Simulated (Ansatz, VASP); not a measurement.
BN: VASP beside Ansatz

```
B N
1.0
     0.00000    1.78375    1.87294
     1.78375    0.00000    1.87294
     1.78375    1.78375    0.00000
B N
1 1
Direct
  0.00000 0.00000 0.00000
  0.75000 0.75000 0.75000
```

Alike in both runs: task single point; functional r2SCAN; k mesh 12 × 12 × 12; occupations gaussian, width 0.05 eV; no spin polarisation.

|  | VASP | Ansatz |
| --- | --- | --- |
| version | VASP 6.6.1 | Ansatz 0.2.0 |
| potentials or method | VASP PAW PBE potentials, release 64 (B, N), cutoff 520 eV | scalar-relativistic, plane waves, PAW |
| valence electrons in the cell | 8 | 8 |

|  | VASP | Ansatz | Ansatz less VASP |
| --- | --- | --- | --- |
| gap on the k mesh at the Fermi level (eV) | 4.52 | 4.54 | +0.021 |
| least direct gap on the mesh (eV) | 9.21 | 9.25 | +0.037 |
| pressure (GPa) | -4.1 | -5.2 | -1.06 |
| traceless stress, the component that is largest in VASP (GPa) | -22.19 | -22.25 | -0.054 |

VASP's potentials were made for PBE, not for r2SCAN.
